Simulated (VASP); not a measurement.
# P (P6_222) in VASP: notebook

Runs on P. Level: PBE. Tasks: single point, relaxation of cell and atoms.

Program: VASP 6.6.1. These are calculated values, not measurements. Logs are shortened: lines on timing, memory, paths and dates and some standing lists are left out, and cuts for length are marked.

## (1) The cell of the first run

It takes space group P6_222 (No. 180, hexagonal). Conventional cell: a = 6.463 Å, b = 6.463 Å, c = 5.048 Å, α = 90.00°, β = 90.00°, γ = 120.00°. Within 2.8 Å of P (site symmetry 2) lie 3 P at 2.15 to 2.18 Å.

## (2) Single point, PBE

File INCAR:

```
PREC     = Accurate       # precision mode
ENCUT    = 520            # plane-wave cutoff, eV
EDIFF    = 1E-6           # SCF threshold, eV
ISMEAR   = 0              # smearing method
SIGMA    = 0.1            # smearing width, eV
LREAL    = False          # projectors in reciprocal space
LASPH    = True           # aspherical terms in the spheres
NELM     = 100            # most SCF steps
ALGO     = Normal         # electronic algorithm
ISIF     = 2              # what is computed and relaxed
LWAVE    = False          # write WAVECAR
LCHARG   = False          # write CHGCAR
GGA      = PE             # functional
NBANDS   = 24             # bands
```

File KPOINTS:

```
regular mesh
0
Gamma
  6 6 8
```

File POSCAR:

```
P
1.0
    6.4632941091      0.0000000000      0.0000000000
   -3.2316470546      5.5973768906      0.0000000000
    0.0000000000      0.0000000000      5.0482890233
P
6
Direct
    0.8049277334      0.4024638667      0.1666666667
    0.5975361333      0.4024638667      0.8333333333
    0.5975361333      0.1950722666      0.5000000000
    0.1950722666      0.5975361333      0.1666666667
    0.4024638667      0.5975361333      0.8333333333
    0.4024638667      0.8049277334      0.5000000000
```

Potentials or basis: VASP PAW PBE potentials, release 64 (P).

The run is started by

```console
> cat potpaw_PBE.64/P/POTCAR > POTCAR
> mpirun -np 1 vasp_std > vasp.out
```

OUTCAR:

```text
PREC = Accurate
   ENCUT = 520
   EDIFF = 1E-6
   ISMEAR = 0
   LREAL = False
   LASPH = True
   NELM = 100
   ISIF = 2
   GGA = PE

 ion  position               nearest neighbor table
   1  0.805  0.402  0.167-   3 2.15   2 2.15   4 2.18
   2  0.598  0.402  0.833-   3 2.15   1 2.15   5 2.18
   3  0.598  0.195  0.500-   1 2.15   2 2.15   6 2.18
   4  0.195  0.598  0.167-   6 2.15   5 2.15   1 2.18
   5  0.402  0.598  0.833-   6 2.15   4 2.15   2 2.18
   6  0.402  0.805  0.500-   4 2.15   5 2.15   3 2.18

  LATTYP: Found a hexagonal cell.
 ALAT       =     6.4632941091
 C/A-ratio  =     0.7810706024

  Lattice vectors:

 A1 = (   6.4632941091,   0.0000000000,   0.0000000000)
 A2 = (  -3.2316470546,   5.5973768906,   0.0000000000)
 A3 = (   0.0000000000,   0.0000000000,   5.0482890233)

Analysis of symmetry for initial positions (statically):
=====================================================================
 Subroutine PRICEL returns:
 Original cell was already a primitive cell.

 Routine SETGRP: Setting up the symmetry group for a
 hexagonal supercell.

 Subroutine GETGRP returns: Found 12 space group operations
 (whereof  4 operations were pure point group operations)
 out of a pool of 24 trial point group operations.

The static configuration has the point symmetry D_2 .
 The point group associated with its full space group is D_6 .

Analysis of symmetry for dynamics (positions and initial velocities):
=====================================================================
 Subroutine PRICEL returns:
 Original cell was already a primitive cell.

 Routine SETGRP: Setting up the symmetry group for a
 hexagonal supercell.

 Subroutine GETGRP returns: Found 12 space group operations
 (whereof  4 operations were pure point group operations)
 out of a pool of 24 trial point group operations.

The dynamic configuration has the point symmetry D_2 .
 The point group associated with its full space group is D_6 .

 Subroutine INISYM returns: Found 12 space group operations
 (whereof  4 operations are pure point group operations),
 and found     1 'primitive' translations

----------------------------------------------------------------------------------------

                                     Primitive cell

  volume of cell :     182.6344

  direct lattice vectors                    reciprocal lattice vectors
     6.463294109  0.000000000  0.000000000     0.154719866  0.089327556  0.000000000
    -3.231647055  5.597376891  0.000000000     0.000000000  0.178655113  0.000000000
     0.000000000  0.000000000  5.048289023     0.000000000  0.000000000  0.198086915

  length of vectors
     6.463294109  6.463294109  5.048289023     0.178655113  0.178655113  0.198086915

  position of ions in fractional coordinates (direct lattice)
     0.804927733  0.402463867  0.166666667
     0.597536133  0.402463867  0.833333333
     0.597536133  0.195072267  0.500000000
     0.195072267  0.597536133  0.166666667
     0.402463867  0.597536133  0.833333333
     0.402463867  0.804927733  0.500000000

  ion indices of the primitive-cell ions
   primitive index   ion index
                 1           1
                 2           2
                 3           3
                 4           4
                 5           5
                 6           6

----------------------------------------------------------------------------------------

 KPOINTS: regular mesh

Automatic generation of k-mesh.
 Grid dimensions read from file:
 generate k-points for:    6    6    8

 Generating k-lattice:

  Cartesian coordinates                     Fractional coordinates (reciprocal lattice)
     0.025786644  0.014887926  0.000000000     0.166666667  0.000000000  0.000000000
     0.000000000  0.029775852  0.000000000     0.000000000  0.166666667  0.000000000
     0.000000000  0.000000000  0.024760864     0.000000000  0.000000000  0.125000000

  Length of vectors
     0.029775852  0.029775852  0.024760864

  Shift w.r.t. Gamma in fractional coordinates (k-lattice)
     0.000000000  0.000000000  0.000000000

 Subroutine IBZKPT returns following result:
 ===========================================

 Found     35 irreducible k-points:

 Following reciprocal coordinates:
            Coordinates               Weight
  0.000000  0.000000  0.000000      1.000000
  0.166667  0.000000  0.000000      6.000000
  0.333333  0.000000  0.000000      6.000000
  0.500000  0.000000  0.000000      3.000000
  0.166667  0.166667  0.000000      6.000000
  0.333333  0.166667  0.000000     12.000000
[... 16 lines left out ...]
  0.166667  0.000000  0.375000     12.000000
  0.333333  0.000000  0.375000     12.000000
 [... further k-points ...]
   k-points           NKPTS =     35   k-points in BZ     NKDIM =     35   number of bands    NBANDS=     24
   number of dos      NEDOS =    301   number of ions     NIONS =      6
   total plane-waves  NPLWV =  92160
   dimension x,y,z NGX =    48 NGY =   48 NGZ =   40
   dimension x,y,z NGXF=    96 NGYF=   96 NGZF=   80
   ions per type =               6
   NGX,Y,Z   is equivalent  to a cutoff of  12.35, 12.35, 13.17 a.u.
   NGXF,Y,Z  is equivalent  to a cutoff of  24.69, 24.69, 26.34 a.u.
 SYSTEM =  unknown system
   PREC   = accura    normal or accurate (medium, high low for compatibility)
   ISTART =      0    job   : 0-new  1-cont  2-samecut
   ICHARG =      2    charge: 1-file 2-atom 10-const
   ISPIN  =      1    spin polarized calculation?
   LNONCOLLINEAR =      F non collinear calculations
   LSORBIT =      F    spin-orbit coupling
   LASPH  =      T    aspherical Exc in radial PAW
   ENCUT  =  520.0 eV  38.22 Ry    6.18 a.u.  12.02 12.02  9.39*2*pi/ulx,y,z
   NELM   =    100;   NELMIN=  2; NELMDL= -5     # of ELM steps
   EDIFF  = 0.1E-05   stopping-criterion for ELM
   LREAL  =      F    real-space projection
   EDIFFG = 0.1E-04   stopping-criterion for IOM
   NSW    =      0    number of steps for IOM
   IBRION =     -1    ionic relax: 0-MD 1-quasi-New 2-CG
   NFREE  =      0    steps in history (QN), initial steepest desc. (CG)
   ISIF   =      2    stress and relaxation
   ISYM   =      2    0-nonsym 1-usesym 2-fastsym
   POTIM  = 0.5000    time-step for ionic-motion
   TEBEG  =    0.0;   TEEND  =   0.0 temperature during run
   PSTRESS=    0.0 pullay stress
   NELECT =      30.0000    total number of electrons
   NUPDOWN=      -1.0000    fix difference up-down
   EMIN   =  10.00;   EMAX   =-10.00  energy-range for DOS
   EFERMI =   0.00;   METHOD = LEGACY
   ISMEAR =     0;   SIGMA  =   0.10  broadening in eV -4-tet -1-fermi 0-gaus
   EFERMI_NEDOS =   21; number of points for ismear=-14 and -15
   IALGO  =     38    algorithm
   IMIX   =      4    mixing-type and parameters
     AMIX     =   0.40;   BMIX     =  1.00
     AMIX_MAG =   1.60;   BMIX_MAG =  1.00
  volume/ion in A,a.u.               =      30.44       205.41
  Fermi-wavevector in a.u.,A,eV,Ry     =   0.896577  1.694285 10.937052  0.803851
  Thomas-Fermi vector in A             =   2.019053
   LORBIT       =      0    0 simple, 1 ext, 2 COOP (PROOUT), +10 PAW based schemes
   GGA     = PE    functional components
   LHFCALC =     F    Hartree Fock is set to
   AEXX    =    0.0000 exact exchange contribution
   IVDW    =     0    specifies the selected vdW correction
   LEPSILON=     F    determine dielectric tensor
   LRPA    =     F    only Hartree local field effects (RPA)
 non-spin polarized calculation
 Gauss-broadening in eV      SIGMA  =   0.10
  energy-cutoff  :      520.00
  volume of cell :      182.63
 maximum number of plane-waves:      4936
   NGX = 25   NGY = 25   NGZ = 19

 number of electron      30.0000001 magnetization

 Free energy of the ion-electron system (eV)
  ---------------------------------------------------
  ext. energy  EPLUGINS =         0.00000000
  ---------------------------------------------------
  free energy    TOTEN  =       -28.72261069 eV

  energy without entropy =      -28.70358623  energy(sigma->0) =      -28.71309846

 E-fermi :   1.5789     XC(G=0):  -7.2486

 val. band max:        1.5749574935   @ k =   0.0000   0.0000   0.3750
 cond. band min:       1.5993080239   @ k =   0.1667   0.1667   0.2500
 fundamental gap:      0.0243505304
 Fermi energy:         1.5788932818

 k-point     1 :       0.0000    0.0000    0.0000
  band No.  band energies     occupation
      1     -12.7397      2.00000
      2     -10.8924      2.00000
      3      -9.4656      2.00000
      4      -9.4656      2.00000
      5      -6.3162      2.00000
      6      -6.3162      2.00000
[... 16 lines left out ...]
     23       7.1601      0.00000
     24       7.2380      0.00000

 k-point     2 :       0.1667    0.0000    0.0000
  band No.  band energies     occupation
      1     -12.6760      2.00000
      2     -11.1433      2.00000
      3      -9.4605      2.00000
      4      -9.1561      2.00000
      5      -6.5157      2.00000
      6      -6.3756      2.00000
[... 16 lines left out ...]
     23       6.7070      0.00000
     24       7.4689      0.00000

 k-point     3 :       0.3333    0.0000    0.0000
  band No.  band energies     occupation
      1     -12.5009      2.00000
      2     -11.5746      2.00000
      3      -9.4501      2.00000
      4      -8.5597      2.00000
      5      -6.9870      2.00000
      6      -6.4826      2.00000
[... 16 lines left out ...]
     23       6.6075      0.00000
     24       7.6117      0.00000
[... 514 lines left out ...]
 k-point    23 :       0.1667    0.0000    0.3750
  band No.  band energies     occupation
      1     -12.1028      2.00000
      2     -11.2229      2.00000
      3     -10.3022      2.00000
      4      -9.2376      2.00000
      5      -7.9279      2.00000
      6      -4.5717      2.00000
[... 16 lines left out ...]
     23       6.7105      0.00000
     24       7.2221      0.00000

 k-point    24 :       0.3333    0.0000    0.3750
  band No.  band energies     occupation
      1     -11.9603      2.00000
      2     -11.2987      2.00000
      3     -10.4847      2.00000
      4      -9.4660      2.00000
      5      -7.2446      2.00000
      6      -5.1139      2.00000
[... 16 lines left out ...]
     23       6.7234      0.00000
     24       7.1195      0.00000

 [... further k-points ...]
[... 5 lines left out ...]
  --------------------------------------------------------------------------------------
  -------------------------------------------------------------------------------------
  Total       -0.1998681     -0.1998681     -0.3495198      0.0000000      0.0000000      0.0000000
  in kB       -1.7533607     -1.7533607     -3.0661945      0.0000000      0.0000000      0.0000000
  external PRESSURE =      -2.1909720 kB  Pullay stress =       0.0000000 kB

 VOLUME and BASIS-vectors are now :
 -----------------------------------------------------------------------------
  energy-cutoff  :      520.00
  volume of cell :      182.63
      direct lattice vectors                 reciprocal lattice vectors
     6.463294109  0.000000000  0.000000000     0.154719866  0.089327556  0.000000000
    -3.231647055  5.597376891  0.000000000     0.000000000  0.178655113  0.000000000
     0.000000000  0.000000000  5.048289023     0.000000000  0.000000000  0.198086915

 POSITION                                       TOTAL-FORCE (eV/Angst)
 -----------------------------------------------------------------------------------
      3.90186      2.25274      0.84138        -0.013998     -0.008082      0.000000
      2.56143      2.25274      4.20691         0.013998     -0.008082      0.000000
      3.23165      1.09189      2.52414        -0.000000      0.016164      0.000000
     -0.67022      3.34463      0.84138         0.013998      0.008082     -0.000000
      0.67022      3.34463      4.20691        -0.013998      0.008082      0.000000
     -0.00000      4.50548      2.52414         0.000000     -0.016164      0.000000
 -----------------------------------------------------------------------------------
    total drift:                                0.000000      0.000000      0.000000

  FREE ENERGIE OF THE ION-ELECTRON SYSTEM (eV)
  ---------------------------------------------------
  free  energy   TOTEN  =       -28.7226106947 eV

  energy  without entropy=      -28.7035862325  energy(sigma->0) =      -28.71309846
```

Wall time 55 s (1 thread of Intel Xeon 6975P-C (Granite Rapids), shared host); peak memory 0.32 GiB.

Results:

| Quantity | Value |
| --- | --- |
| Free energy | -28.7226 eV |
| Pressure | -0.2 GPa |
| Largest force | 0.016 eV/Å |
| Band gap on the k mesh | zero (band 15 reaches 1.79 eV, above the bottom of band 16 at 1.36 eV) |

Forces on the atoms (eV/Å):
```
P   -0.014 -0.008  0.000
P    0.014 -0.008  0.000
P    0.000  0.016  0.000
P    0.014  0.008  0.000
P   -0.014  0.008  0.000
P    0.000 -0.016  0.000
```

Stress tensor (GPa, compression positive):
```
-0.18  0.00  0.00
 0.00 -0.18  0.00
 0.00  0.00 -0.31
```

Levels at points of the mesh, in eV from the Fermi level:
```csv
k point,band 12,band 13,band 14,band 15,band 16,band 17,band 18,band 19
"(0.00, 0.00, 0.00)",-1.02,-1.02,-0.85,-0.03,0.59,0.59,3.30,3.30
"(0.50, 0.00, 0.00)",-1.91,-1.00,-0.85,-0.14,0.82,1.39,2.68,3.38
"(0.00, 0.00, 0.50)",-1.94,-1.17,-0.13,-0.13,0.10,1.68,3.24,3.24
"(0.50, 0.00, 0.50)",-1.71,-1.34,-0.88,-0.17,0.53,1.43,3.07,3.09
```

(Part 1 of 2 ends here.)
